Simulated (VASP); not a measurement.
Here is a VASP 6.6.1 calculation.

The input INCAR:

```
PREC = Accurate ; ENCUT = 520
EDIFF = 1E-7 ; ISMEAR = 1
SIGMA = 0.05 ; LREAL = F
LASPH = T ; NELM = 60
ALGO = Normal ; ISIF = 2
LWAVE = F ; LCHARG = F
NBANDS = 28
```

KPOINTS

```
Automatic mesh
0
Gamma
  4 4 4
```

Contents of POSCAR:

```
RbAuBr3
1.0
    5.4369900000      0.0000000000      0.0000000000
    0.0000000000      5.4369900000      0.0000000000
    0.0000000000      0.0000000000      5.4369900000
Rb Au Br
1 1 3
Direct
    0.5000000000      0.5000000000      0.5000000000
    0.0000000000      0.0000000000      0.0000000000
    0.5000000000      0.0000000000      0.0000000000
    0.0000000000      0.0000000000      0.5000000000
    0.0000000000      0.5000000000      0.0000000000
```

Potentials or basis: VASP PAW LDA potentials, release 64 (Rb_sv, Au, Br).

Command:

```console
$ cat potpaw_LDA.64/Rb_sv/POTCAR potpaw_LDA.64/Au/POTCAR potpaw_LDA.64/Br/POTCAR > POTCAR
$ mpirun -np 1 vasp_std > vasp.out
```

Problem. What does it give for the pressure?

Solution. -3.6 GPa.

Caveat: an odd number of electrons without spin polarisation forces a metal; a magnetic or distorted state may lie lower.
